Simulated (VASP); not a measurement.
Write the native input for VASP 6.6.1 that does the following.

- Task: single point
- Functional: PBE
- Potentials or basis: VASP PAW PBE potentials, release 64 (Ru_pv)
- Cutoff: 520 eV
- k mesh: 11 × 11 × 6
- Occupations: gaussian, width 0.011 eV
- Spin: no spin polarisation
- Dipole correction: no
- Further INCAR settings: ALGO = Fast; EDIFF = 1e-06; NBANDS = 21

The structure of Ru lies in POSCAR:

```
Ru
1.0
    2.7058000000      0.0000000000      0.0000000000
   -1.3529000000      2.3432915376      0.0000000000
    0.0000000000      0.0000000000      4.2819000000
Ru
2
Direct
    0.6666666667      0.3333333333      0.7500000000
    0.3333333333      0.6666666667      0.2500000000
```

These files were run (other wordings do the same):

INCAR

```
  ALGO = Fast
  EDIFF = 1E-6
  ENCUT = 520
  GGA = PE
  ISIF = 2
  ISMEAR = 0
  LASPH = True
  LCHARG = False
  LREAL = False
  LWAVE = False
  NBANDS = 21
  NELM = 100
  PREC = Accurate
  SIGMA = 0.011
```

KPOINTS

```
k-points
0
Gamma
  11 11 6
```

Potentials or basis: VASP PAW PBE potentials, release 64 (Ru_pv).

Command:

```sh
$ cat potpaw_PBE.64/Ru_pv/POTCAR > POTCAR
$ mpirun -np 1 vasp_std > vasp.out
```

Results of the run:

* Pressure: 4.5 GPa
* Band gap on the k mesh: zero (band 14 reaches 14.34 eV, above the bottom of band 15 at 11.27 eV)

Wall time 29 s on 1 thread of Intel(R) Xeon(R) Platinum 8259CL CPU @ 2.50GHz (Skylake/Cascade Lake), with other jobs on the host, peak memory 0.15 GiB.
